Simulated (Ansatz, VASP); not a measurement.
## Two plane-wave programs on GdN

POSCAR

```
GdN
1.0
    3.0188911066      0.0000000000      0.0000000000
    0.0000000000      3.0188911066      0.0000000000
    0.0000000000      0.0000000000      3.0188911066
Gd N
1 1
Direct
    0.0000000000      0.0000000000      0.0000000000
    0.5000000000      0.5000000000      0.5000000000
```

File INCAR.step1:

```
SYSTEM = GdN
PREC = Accurate
ENCUT = 520
ISMEAR = 0
SIGMA = 0.05
LREAL = .FALSE.
LASPH = .TRUE.
NELM = 150
ISPIN = 2
MAGMOM = 7.65 0
LMAXMIX = 6
NBANDS = 22
GGA = PE
ALGO = Normal
EDIFF = 1E-4
LWAVE = .TRUE.
LCHARG = .FALSE.
```

INCAR.step2

```
SYSTEM = GdN
PREC = Accurate
ENCUT = 520
EDIFF = 1E-7
ISMEAR = 0
SIGMA = 0.05
LREAL = .FALSE.
LASPH = .TRUE.
NELM = 150
ALGO = Normal
ISIF = 2
LWAVE = .FALSE.
LCHARG = .TRUE.
ISPIN = 2
MAGMOM = 7.65 0
LORBIT = 11
LMAXMIX = 6
METAGGA = R2SCAN
LMIXTAU = .TRUE.
LELF = .TRUE.
LVHAR = .TRUE.
NBANDS = 22
ISTART = 1
```

The input KPOINTS:

```
regular mesh
0
G
  12 12 12
  0 0 0
```

Input for Ansatz:

```yaml
crystal:
  lattice:
    - [3.0188911066, 0.0, 0.0]
    - [0.0, 3.0188911066, 0.0]
    - [0.0, 0.0, 3.0188911066]
  atoms:
    - { symbol: Gd, position: [0.0, 0.0, 0.0], spin: 7.65 }
    - { symbol: "N", position: [0.5, 0.5, 0.5] }
basis:
  ecutwfc: 500
  ecutrho_ratio: 4
kpoints:
  mp_grid: { grid: [12, 12, 12] }
hamiltonian:
  xc: r2scan
scf:
  occupations: { method: gaussian, width: 0.05 }
output:
  forces: true
  stress: true
  eigenvalues: true
  populations: true
magnetization:
  spin_polarized: true
```

Alike in both runs: task single point; functional r2SCAN; k mesh 12 × 12 × 12; occupations gaussian, width 0.05 eV; collinear spin.

```csv
,VASP,Ansatz
version,VASP 6.6.1,Ansatz 0.2.0
potentials or method,"VASP PAW PBE potentials, release 64 (Gd, N), cutoff 520 eV","scalar-relativistic, plane waves, PAW"
valence electrons in the cell,23,23
```

|  | VASP | Ansatz | Ansatz less VASP |
| --- | --- | --- | --- |
| gap on the k mesh at the Fermi level (eV) | none | none | - |
| pressure (GPa) | 0.1 | 0.1 | -0.04 |
| net moment per atom (μB) | 3.50 | 3.50 | 0.000 |
| size of the moment on the site where the two differ most (μB) | 6.79 | 6.95 | +0.164 |

VASP's potentials were made for PBE, not for r2SCAN. Site moments also hang on the region over which each program counts them. A gap of «none» marks a metal or a gap that the smearing closes. Ansatz's warnings: stability check not made.

Spin-orbit coupling is off throughout.
